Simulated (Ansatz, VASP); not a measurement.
## One calculation of Rb2Pt, two programs

File INCAR:

```
SYSTEM = Rb2Pt
PREC = Accurate ; ENCUT = 520
EDIFF = 1E-6 ; ISMEAR = 0
SIGMA = 0.1 ; LREAL = .FALSE.
LASPH = .TRUE. ; NELM = 60
ALGO = Normal ; ISIF = 2
LWAVE = .FALSE. ; LCHARG = .FALSE.
GGA = PE ; NBANDS = 21
```

The input KPOINTS:

```
regular mesh
0
G
  6 6 2
  0 0 0
```

The input POSCAR:

```
Rb2Pt
1.0
    4.7367731000      0.0000000000      0.0000000000
   -2.3683865500      4.1021658400      0.0000000000
    0.0000000000      0.0000000000      9.9038595200
Rb Pt
2 1
Direct
    0.6666666700      0.3333333300      0.7117676800
    0.3333333300      0.6666666700      0.2882323200
    0.0000000000      0.0000000000      0.0000000000
```

Input for Ansatz:

```yaml
crystal:
  lattice:
    - [4.7367731, 0.0, 0.0]
    - [-2.36838655, 4.10216584, 0.0]
    - [0.0, 0.0, 9.90385952]
  atoms:
    - { symbol: Rb, position: [0.66666667, 0.33333333, 0.71176768] }
    - { symbol: Rb, position: [0.33333333, 0.66666667, 0.28823232] }
    - { symbol: Pt, position: [0.0, 0.0, 0.0] }
basis:
  ecutwfc: 420
kpoints:
  mp_grid: { grid: [6, 6, 2] }
hamiltonian:
  xc: pbe
scf:
  occupations: { method: gaussian, width: 0.1 }
  lower_state_search: "off"
output:
  forces: true
  stress: true
  eigenvalues: true
```

Alike in both runs: task single point; functional PBE; k mesh 6 × 6 × 2; occupations gaussian, width 0.1 eV; no spin polarisation.

```csv
,VASP,Ansatz
version,VASP 6.6.1,Ansatz 0.2.0
potentials or method,"VASP PAW PBE potentials, release 64 (Rb_sv, Pt), cutoff 520 eV","scalar-relativistic, plane waves, PAW"
valence electrons in the cell,28,36
```

|  | VASP | Ansatz | Ansatz less VASP |
| --- | --- | --- | --- |
| gap on the k mesh at the Fermi level (eV) | none | none | - |
| pressure (GPa) | -1.8 | -1.7 | 0.00 |
| traceless stress, the component that is largest in VASP (GPa) | -1.84 | -1.84 | +0.004 |
| rms of the force components (eV/Å) | 0.427 | 0.428 | +0.0004 |

Atom by atom the forces differ by 0.000 eV/Å (rms over components). A gap of «none» marks a metal or a gap that the smearing closes. VASP's potentials hold 28 valence electrons a cell and Ansatz's 36, so a difference there can come from the potentials and not from the codes.

Neither program's run includes spin-orbit coupling.
